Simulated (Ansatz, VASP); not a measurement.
One calculation of Mg3SiO, two programs

```
Si O Mg
1.0
     4.18363    0.00000    0.00000
     0.00000    4.18363    0.00000
     0.00000    0.00000    4.18363
Si O Mg
1 1 3
Cartesian
  0.0000 0.0000 0.0000
  2.0918 2.0918 2.0918
  2.0918 2.0918 0.0000
  2.0918 0.0000 2.0918
  0.0000 2.0918 2.0918
```

Alike in both runs: task single point; functional PBE; k mesh 6 × 6 × 6; occupations fermi-dirac, width 0.02 eV; no spin polarisation.

|  | VASP | Ansatz |
| --- | --- | --- |
| version | VASP 6.6.1 | Ansatz 0.2.0 |
| potentials or method | VASP PAW PBE potentials, release 64 (Si, O, Mg_sv) | plane waves, PAW |
| plane-wave cutoff (eV) | 840 | 420 |
| valence electrons in the cell | 40 | 40 |

Ansatz gave:

* pressure (GPa): 2.3

Problem. Which values does VASP return?

Solution. Pressure (GPa): 2.1.
